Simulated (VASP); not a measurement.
Set up this calculation in VASP 6.6.1, as the native input.

- Task: single point
- Functional: PBE
- Potentials or basis: VASP PAW PBE potentials, release 64 (Au)
- Cutoff: 520 eV
- k mesh: 20 × 20 × 20
- Occupations: gaussian, width 0.15 eV
- Spin: no spin polarisation
- Dipole correction: no
- Further INCAR settings: ALGO = Fast; EDIFF = 1e-06; NBANDS = 12

The structure of Au lies in POSCAR:

```
Au
1.0
    0.0000000000      2.2091400000      2.2091400000
    2.2091400000      0.0000000000      2.2091400000
    2.2091400000      2.2091400000      0.0000000000
Au
1
Direct
    0.0000000000      0.0000000000      0.0000000000
```

This cell differs from its parent crystal: strain +0.080 along x and y, +0.080 along z.

The input as run:

INCAR

```
PREC = Accurate
ENCUT = 520
EDIFF = 1E-6
ISMEAR = 0
SIGMA = 0.15
LREAL = F
LASPH = T
NELM = 100
ALGO = Fast
ISIF = 2
LWAVE = F
LCHARG = T
GGA = PE
LELF = T
LVHAR = T
NBANDS = 12
```

KPOINTS

```
Automatic mesh
0
Gamma
  20 20 20
```

Potentials or basis: VASP PAW PBE potentials, release 64 (Au).

Command:

```sh
$ cat potpaw_PBE.64/Au/POTCAR > POTCAR
$ mpirun -np 1 vasp_std > vasp.out
```

It gave:

| Quantity | Value |
| --- | --- |
| Pressure | -14.7 GPa |
| Band gap on the k mesh | zero (an odd number of electrons rules out a gap without spin polarisation) |

Caveat: the cell differs from its parent crystal (strain +0.080 along x and y, +0.080 along z); the cell stands under tension; spin-orbit coupling is left out, which moves the levels of the heavy elements.

Run time: 36 s on 1 thread of Intel(R) Xeon(R) Platinum 8488C (Sapphire Rapids), with other jobs on the host, peak memory 0.18 GiB.
